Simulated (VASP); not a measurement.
# S (Fm-3m) in VASP: single point with PBEsol

Aim: the single point of S with PBEsol.

Program: VASP 6.6.1. These are calculated values, not measurements. Logs are shortened: lines on timing, memory, paths and dates and some standing lists are left out, and cuts for length are marked.

**1. The cell of the first run**

Symmetry: Fm-3m, No. 225, cubic system. Conventional cell: a = 5.160 Å, b = 5.160 Å, c = 5.160 Å, α = 90.00°, β = 90.00°, γ = 90.00°. Within 4.8 Å of S (site symmetry m-3m) lie 12 S at 3.65 Å.

**2. Single point, PBEsol**

INCAR reads:

```
SYSTEM = S
PREC = Accurate
ENCUT = 500
EDIFF = 1E-6
ISMEAR = -1
SIGMA = 0.3
LREAL = .False.
LASPH = .True.
NELM = 120
ALGO = Normal
ISIF = 2
LWAVE = .False.
LCHARG = .False.
GGA = PS
NBANDS = 9
GGA_COMPAT = .False.
```

KPOINTS reads:

```
regular mesh
0
Gamma
  8 8 8
  0 0 0
```

POSCAR reads:

```
S
1.0
    0.0000000000      2.5800300000      2.5800300000
    2.5800300000      0.0000000000      2.5800300000
    2.5800300000      2.5800300000      0.0000000000
S
1
Direct
    0.0000000000      0.0000000000      0.0000000000
```

Potentials or basis: VASP PAW PBE potentials, release 64 (S).

Launch:

```
$ cat potpaw_PBE.64/S/POTCAR > POTCAR
$ mpirun -np 1 vasp_std > vasp.out
```

OUTCAR:

```text
SYSTEM = S
   PREC = Accurate
   ENCUT = 500
   EDIFF = 1E-6
   ISMEAR = -1
   LREAL = .False.
   LASPH = .True.
   NELM = 120
   ISIF = 2
   GGA = PS

 ion  position               nearest neighbor table
   1  0.000  0.000  0.000-

  LATTYP: Found a face centered cubic cell.
 ALAT       =     5.1600600000

  Lattice vectors:

 A1 = (   0.0000000000,   2.5800300000,   2.5800300000)
 A2 = (   2.5800300000,   0.0000000000,   2.5800300000)
 A3 = (   2.5800300000,   2.5800300000,   0.0000000000)

Analysis of symmetry for initial positions (statically):
=====================================================================
 Subroutine PRICEL returns:
 Original cell was already a primitive cell.

 Routine SETGRP: Setting up the symmetry group for a
 face centered cubic supercell.

 Subroutine GETGRP returns: Found 48 space group operations
 (whereof 48 operations were pure point group operations)
 out of a pool of 48 trial point group operations.

The static configuration has the point symmetry O_h .

Analysis of symmetry for dynamics (positions and initial velocities):
=====================================================================
 Subroutine PRICEL returns:
 Original cell was already a primitive cell.

 Routine SETGRP: Setting up the symmetry group for a
 face centered cubic supercell.

 Subroutine GETGRP returns: Found 48 space group operations
 (whereof 48 operations were pure point group operations)
 out of a pool of 48 trial point group operations.

The dynamic configuration has the point symmetry O_h .

 Subroutine INISYM returns: Found 48 space group operations
 (whereof 48 operations are pure point group operations),
 and found     1 'primitive' translations

----------------------------------------------------------------------------------------

                                     Primitive cell

  volume of cell :      34.3482

  direct lattice vectors                    reciprocal lattice vectors
     0.000000000  2.580030000  2.580030000    -0.193796196  0.193796196  0.193796196
     2.580030000  0.000000000  2.580030000     0.193796196 -0.193796196  0.193796196
     2.580030000  2.580030000  0.000000000     0.193796196  0.193796196 -0.193796196

  length of vectors
     3.648713417  3.648713417  3.648713417     0.335664858  0.335664858  0.335664858

  position of ions in fractional coordinates (direct lattice)
     0.000000000  0.000000000  0.000000000

  ion indices of the primitive-cell ions
   primitive index   ion index
                 1           1

----------------------------------------------------------------------------------------

 KPOINTS: regular mesh

Automatic generation of k-mesh.
 Grid dimensions read from file:
 generate k-points for:    8    8    8

 Generating k-lattice:

  Cartesian coordinates                     Fractional coordinates (reciprocal lattice)
    -0.024224525  0.024224525  0.024224525     0.125000000  0.000000000  0.000000000
     0.024224525 -0.024224525  0.024224525     0.000000000  0.125000000  0.000000000
     0.024224525  0.024224525 -0.024224525     0.000000000  0.000000000  0.125000000

  Length of vectors
     0.041958107  0.041958107  0.041958107

  Shift w.r.t. Gamma in fractional coordinates (k-lattice)
     0.000000000  0.000000000  0.000000000

 Subroutine IBZKPT returns following result:
 ===========================================

 Found     29 irreducible k-points:

 Following reciprocal coordinates:
            Coordinates               Weight
  0.000000  0.000000  0.000000      1.000000
  0.125000  0.000000  0.000000      8.000000
  0.250000  0.000000  0.000000      8.000000
  0.375000  0.000000  0.000000      8.000000
  0.500000  0.000000  0.000000      4.000000
  0.125000  0.125000  0.000000      6.000000
[... 16 lines left out ...]
  0.500000  0.250000  0.125000     48.000000
 -0.375000  0.250000  0.125000     24.000000
 [... further k-points ...]
   k-points           NKPTS =     29   k-points in BZ     NKDIM =     29   number of bands    NBANDS=      9
   number of dos      NEDOS =    301   number of ions     NIONS =      1
   total plane-waves  NPLWV =  21952
   dimension x,y,z NGX =    28 NGY =   28 NGZ =   28
   dimension x,y,z NGXF=    56 NGYF=   56 NGZF=   56
   ions per type =               1
   NGX,Y,Z   is equivalent  to a cutoff of  12.76, 12.76, 12.76 a.u.
   NGXF,Y,Z  is equivalent  to a cutoff of  25.52, 25.52, 25.52 a.u.
 SYSTEM =  S
   PREC   = accura    normal or accurate (medium, high low for compatibility)
   ISTART =      0    job   : 0-new  1-cont  2-samecut
   ICHARG =      2    charge: 1-file 2-atom 10-const
   ISPIN  =      1    spin polarized calculation?
   LNONCOLLINEAR =      F non collinear calculations
   LSORBIT =      F    spin-orbit coupling
   LASPH  =      T    aspherical Exc in radial PAW
   ENCUT  =  500.0 eV  36.75 Ry    6.06 a.u.   6.65  6.65  6.65*2*pi/ulx,y,z
   NELM   =    120;   NELMIN=  2; NELMDL= -5     # of ELM steps
   EDIFF  = 0.1E-05   stopping-criterion for ELM
   LREAL  =      F    real-space projection
   EDIFFG = 0.1E-04   stopping-criterion for IOM
   NSW    =      0    number of steps for IOM
   IBRION =     -1    ionic relax: 0-MD 1-quasi-New 2-CG
   NFREE  =      0    steps in history (QN), initial steepest desc. (CG)
   ISIF   =      2    stress and relaxation
   ISYM   =      2    0-nonsym 1-usesym 2-fastsym
   POTIM  = 0.5000    time-step for ionic-motion
   TEBEG  =    0.0;   TEEND  =   0.0 temperature during run
   PSTRESS=    0.0 pullay stress
   NELECT =       6.0000    total number of electrons
   NUPDOWN=      -1.0000    fix difference up-down
   EMIN   =  10.00;   EMAX   =-10.00  energy-range for DOS
   EFERMI =   0.00;   METHOD = LEGACY
   ISMEAR =    -1;   SIGMA  =   0.30  broadening in eV -4-tet -1-fermi 0-gaus
   EFERMI_NEDOS =   21; number of points for ismear=-14 and -15
   IALGO  =     38    algorithm
   IMIX   =      4    mixing-type and parameters
     AMIX     =   0.40;   BMIX     =  1.00
     AMIX_MAG =   1.60;   BMIX_MAG =  1.00
  volume/ion in A,a.u.               =      34.35       231.79
  Fermi-wavevector in a.u.,A,eV,Ry     =   0.915146  1.729376 11.394779  0.837493
  Thomas-Fermi vector in A             =   2.039854
   LORBIT       =      0    0 simple, 1 ext, 2 COOP (PROOUT), +10 PAW based schemes
   GGA     = PS    functional components
   LHFCALC =     F    Hartree Fock is set to
   AEXX    =    0.0000 exact exchange contribution
   IVDW    =     0    specifies the selected vdW correction
   LEPSILON=     F    determine dielectric tensor
   LRPA    =     F    only Hartree local field effects (RPA)
 non-spin polarized calculation
  energy-cutoff  :      500.00
  volume of cell :       34.35
 maximum number of plane-waves:       893
   NGX = 13   NGY = 13   NGZ = 13

 number of electron       5.9999999 magnetization

 Free energy of the ion-electron system (eV)
  ---------------------------------------------------
  ext. energy  EPLUGINS =         0.00000000
  ---------------------------------------------------
  free energy    TOTEN  =        -2.12179866 eV

  energy without entropy =       -1.49061662  energy(sigma->0) =       -1.80620764

 E-fermi :  -0.7013     XC(G=0):  -7.8937

 val. band max:       -0.7024208387   @ k =  -0.3750   0.1250   0.0000
 cond. band min:      -0.6345168299   @ k =   0.5000   0.2500   0.0000
 fundamental gap:      0.0679040088
 Fermi energy:        -0.7012896474

 k-point     1 :       0.0000    0.0000    0.0000
  band No.  band energies     occupation
      1     -12.4467      2.00000
      2       0.1430      0.11310
      3       0.1430      0.11310
      4       0.1430      0.11310
      5       6.2394      0.00000
      6      10.8789      0.00000
      7      10.8789      0.00000
      8      10.8789      0.00000
      9      13.7502      0.00000

 k-point     2 :       0.1250    0.0000    0.0000
  band No.  band energies     occupation
      1     -12.3382      2.00000
      2      -0.4897      0.66132
      3       0.0840      0.13603
      4       0.0840      0.13603
      5       6.8514      0.00000
      6      10.3526      0.00000
      7      11.1021      0.00000
      8      11.1021      0.00000
      9      13.3307      0.00000

 k-point     3 :       0.2500    0.0000    0.0000
  band No.  band energies     occupation
      1     -12.0550      2.00000
      2      -1.7387      1.93895
      3      -0.0507      0.20522
      4      -0.0507      0.20522
      5       7.5895      0.00000
      6      10.2607      0.00000
      7      11.1216      0.00000
      8      11.1216      0.00000
      9      13.4649      0.00000

 k-point     4 :       0.3750    0.0000    0.0000
  band No.  band energies     occupation
      1     -11.7344      2.00000
      2      -2.8062      1.99821
      3      -0.1757      0.29563
      4      -0.1757      0.29563
      5       7.4591      0.00000
      6      10.6560      0.00000
      7      10.6560      0.00000
      8      11.3187      0.00000
      9      14.8687      0.00000

 k-point     5 :       0.5000    0.0000    0.0000
  band No.  band energies     occupation
      1     -11.5874      2.00000
      2      -3.2238      1.99955
      3      -0.2250      0.33943
      4      -0.2250      0.33943
      5       7.3198      0.00000
      6      10.4434      0.00000
      7      10.4434      0.00000
      8      11.8391      0.00000
      9      15.5011      0.00000

 k-point     6 :       0.1250    0.1250    0.0000
  band No.  band energies     occupation
      1     -12.3021      2.00000
      2      -0.4678      0.62936
      3      -0.0488      0.20404
      4      -0.0488      0.20404
      5       7.0633      0.00000
      6       9.9305      0.00000
      7      11.3657      0.00000
      8      11.3657      0.00000
      9      12.3319      0.00000
[... 169 lines left out ...]
 k-point    21 :       0.5000    0.5000    0.0000
  band No.  band energies     occupation
      1     -11.3062      2.00000
      2      -2.8898      1.99864
      3      -0.9884      1.44505
      4      -0.9884      1.44505
      5       6.2596      0.00000
      6       7.3381      0.00000
      7      13.9868      0.00000
      8      16.0011      0.00000
      9      16.6929      0.00000

 k-point    22 :       0.3750    0.2500    0.1250
  band No.  band energies     occupation
      1     -11.8343      2.00000
      2      -1.9591      1.97024
      3      -0.7675      1.10995
      4      -0.2665      0.38021
      5       8.4699      0.00000
      6       9.0871      0.00000
      7      10.1822      0.00000
      8      12.4789      0.00000
      9      12.6730      0.00000

 k-point    23 :       0.5000    0.2500    0.1250
  band No.  band energies     occupation
      1     -11.5664      2.00000
      2      -2.5531      1.99584
      3      -1.1480      1.63182
      4      -0.4566      0.61340
      5       8.5334      0.00000
      6       9.1400      0.00000
      7      10.2993      0.00000
      8      12.0532      0.00000
      9      14.1925      0.00000

 k-point    24 :      -0.3750    0.2500    0.1250
  band No.  band energies     occupation
      1     -11.4461      2.00000
      2      -2.8186      1.99828
      3      -1.2583      1.72985
      4      -0.5586      0.76653
      5       8.6734      0.00000
      6       8.6830      0.00000
      7      11.1925      0.00000
      8      11.7259      0.00000
      9      15.1188      0.00000

 [... further k-points ...]

------------------------ aborting loop because EDIFF is reached ----------------------------------------

  FORCE on cell =-STRESS in cart. coord.  units (eV):
  Direction    XX          YY          ZZ          XY          YZ          ZX
  --------------------------------------------------------------------------------------
  -------------------------------------------------------------------------------------
  Total       -1.9258793     -1.9258793     -1.9258793      0.0000000      0.0000000     -0.0000000
  in kB      -89.8328927    -89.8328927    -89.8328927      0.0000000      0.0000000     -0.0000000
  external PRESSURE =     -89.8328927 kB  Pullay stress =       0.0000000 kB

 VOLUME and BASIS-vectors are now :
 -----------------------------------------------------------------------------
  energy-cutoff  :      500.00
  volume of cell :       34.35
      direct lattice vectors                 reciprocal lattice vectors
     0.000000000  2.580030000  2.580030000    -0.193796196  0.193796196  0.193796196
     2.580030000  0.000000000  2.580030000     0.193796196 -0.193796196  0.193796196
     2.580030000  2.580030000  0.000000000     0.193796196  0.193796196 -0.193796196

 POSITION                                       TOTAL-FORCE (eV/Angst)
 -----------------------------------------------------------------------------------
      0.00000      0.00000      0.00000         0.000000      0.000000      0.000000
 -----------------------------------------------------------------------------------
    total drift:                                0.000000      0.000000      0.000000

  FREE ENERGIE OF THE ION-ELECTRON SYSTEM (eV)
  ---------------------------------------------------
  free  energy   TOTEN  =        -2.1217986562 eV

  energy  without entropy=       -1.4906166200  energy(sigma->0) =       -1.80620764
```

Wall time 10 s (1 thread of Intel Xeon 8259CL, shared host); peak memory 0.15 GiB.

What came out:

* Free energy: -2.1218 eV
* Pressure: -9.0 GPa
* Band gap on the k mesh: zero (band 3 reaches 0.14 eV, above the bottom of band 4 at -1.25 eV)

Levels at points of the mesh, in eV from the Fermi level:
```tsv
k point	band 1	band 2	band 3	band 4	band 5	band 6
(0.00, 0.00, 0.00)	-11.75	0.84	0.84	0.84	6.94	11.58
(0.50, 0.00, 0.00)	-10.89	-2.52	0.48	0.48	8.02	11.14
(0.50, 0.50, 0.00)	-10.60	-2.19	-0.29	-0.29	6.96	8.04
```

Caveat: the PAW data sets were made with another functional, which shifts forces and pressure a little.
